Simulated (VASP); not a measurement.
NaCl: single point with PBE

NaCl:

```xyz
2
Lattice="0.0000 2.8317 2.8317 2.8317 0.0000 2.8317 2.8317 2.8317 0.0000" Properties=species:S:1:pos:R:3 pbc="T T T"
Na    0.0000    0.0000    0.0000
Cl    2.9908    2.6727    2.8317
```

This cell differs from its parent crystal: all Cl atoms moved +0.225 Å, as atom 2 along Cartesian [1 -1 0].

```json
{
 "Program": "VASP 6.6.1",
 "Task": "single point",
 "Functional": "PBE",
 "Potentials or basis": "VASP PAW PBE potentials, release 64 (Na_pv, Cl)",
 "Cutoff": "520 eV",
 "k mesh": "8 × 8 × 8",
 "Occupations": "gaussian, width 0.05 eV",
 "Spin": "no spin polarisation"
}
```

```
Pressure               : 0.9 GPa
Largest force          : 0.308 eV/Å
Band gap on the k mesh : 5.07 eV
```

Forces in eV/Å, atoms in the order of the input:
```
Na   0.218 -0.218  0.000
Cl  -0.218  0.218  0.000
```

Stress tensor (GPa, compression positive):
```
1.25 0.22 0.00
0.22 1.25 0.00
0.00 0.00 0.29
```

Levels at points of the mesh, in eV from the valence-band top:
```csv
k point,band 5,band 6,band 7,band 8,band 9,band 10
"(0.00, 0.00, 0.00)",-0.02,0.00,0.00,5.07,11.10,11.13
"(0.50, 0.00, 0.00)",-1.88,-0.27,-0.25,7.27,10.43,10.96
"(0.00, 0.00, 0.50)",-1.89,-0.26,-0.24,7.25,10.35,10.95
"(0.50, 0.50, 0.00)",-1.62,-0.60,-0.58,7.49,8.11,11.24
"(0.00, 0.50, 0.50)",-1.62,-0.58,-0.58,7.49,8.10,11.24
```

Run time: 110 s on 1 thread of Intel Xeon 8259CL, on a shared host, peak memory 0.19 GiB.

Caveat: the cell differs from its parent crystal (all Cl atoms moved +0.225 Å, as atom 2 along Cartesian [1 -1 0]). A k mesh can miss the band edges.
